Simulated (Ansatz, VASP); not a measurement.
## CdF2 in VASP and in Ansatz

The input INCAR:

```
SYSTEM = CdF2
PREC = Accurate
ENCUT = 520
EDIFF = 1E-6
ISMEAR = 0
SIGMA = 0.05
LREAL = .FALSE.
LASPH = .TRUE.
NELM = 80
ALGO = Normal
ISIF = 2
LWAVE = .FALSE.
LCHARG = .FALSE.
GGA = PE
NBANDS = 20
```

The input KPOINTS:

```
Automatic mesh
0
G
  8 8 8
  0 0 0
```

POSCAR

```
CdF2
1.0
    0.0000000000      2.6940000000      2.7344100000
    2.6940000000      0.0000000000      2.7344100000
    2.6940000000      2.6940000000      0.0000000000
Cd F
1 2
Direct
    0.0000000000      0.0000000000      0.0000000000
    0.2500000000      0.2500000000      0.2500000000
    0.7500000000      0.7500000000      0.7500000000
```

Input for Ansatz:

```yaml
crystal:
  lattice:
    - [0.0, 2.694, 2.73441]
    - [2.694, 0.0, 2.73441]
    - [2.694, 2.694, 0.0]
  atoms:
    - { symbol: Cd, position: [0.0, 0.0, 0.0] }
    - { symbol: F, position: [0.25, 0.25, 0.25] }
    - { symbol: F, position: [0.75, 0.75, 0.75] }
basis:
  ecutwfc: 420
kpoints:
  mp_grid: { grid: [8, 8, 8] }
hamiltonian:
  xc: pbe
scf:
  occupations: { method: gaussian, width: 0.05 }
output:
  forces: true
  stress: true
  eigenvalues: true
```

Change from the starting cell: strain +0.000 along x and y, +0.015 along z, atoms carried along.

Alike in both runs: task single point; functional PBE; k mesh 8 × 8 × 8; occupations gaussian, width 0.05 eV; no spin polarisation.

```csv
,VASP,Ansatz
version,VASP 6.6.1,Ansatz 0.2.0
potentials or method,"VASP PAW PBE potentials, release 64 (Cd, F), cutoff 520 eV","scalar-relativistic, plane waves, PAW"
valence electrons in the cell,26,34
```

VASP gave:

* gap on the k mesh at the Fermi level (eV): 3.00
* least direct gap on the mesh (eV): 3.50
* pressure (GPa): 4.4
* traceless stress, the component that is largest in VASP (GPa): -1.06

Estimate Ansatz's values.

gap on the k mesh at the Fermi level (eV): 3.03; least direct gap on the mesh (eV): 3.53; pressure (GPa): 3.7; traceless stress, the component that is largest in VASP (GPa): -1.07.

VASP's potentials hold 26 valence electrons a cell and Ansatz's 34, so a difference there can come from the potentials and not from the codes.
